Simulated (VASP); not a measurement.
Here is a VASP 6.6.1 calculation.

The input INCAR:

```
PREC     = Accurate       # precision mode
ENCUT    = 520            # plane-wave cutoff, eV
EDIFF    = 1E-6           # SCF threshold, eV
ISMEAR   = 0              # smearing method
SIGMA    = 0.01           # smearing width, eV
LREAL    = False          # projectors in reciprocal space
LASPH    = True           # aspherical terms in the spheres
NELM     = 60             # most SCF steps
ALGO     = Normal         # electronic algorithm
ISIF     = 2              # what is computed and relaxed
LWAVE    = False          # write WAVECAR
LCHARG   = False          # write CHGCAR
GGA      = PE             # functional
NBANDS   = 11             # bands
```

Contents of KPOINTS:

```
regular mesh
0
Gamma
  6 6 6
```

File POSCAR:

```
NaH
1.0
    0.0000000000      2.5969210614      2.5969210614
    2.5969210614      0.0000000000      2.5969210614
    2.5969210614      2.5969210614      0.0000000000
Na H
1 1
Direct
    0.0000000000      0.0000000000      0.0000000000
    0.2500000000      0.2500000000      0.2500000000
```

Potentials or basis: VASP PAW PBE potentials, release 64 (Na_pv, H).

The run is started by

```sh
$ cat potpaw_PBE.64/Na_pv/POTCAR potpaw_PBE.64/H/POTCAR > POTCAR
$ mpirun -np 1 vasp_std > vasp.out
```

(1) Estimate the band gap on the k mesh.

(2) What does it give for the pressure?

## Answers

(1) 3.63 eV, indirect (least direct gap 4.32 eV).

(2) 0.2 GPa.
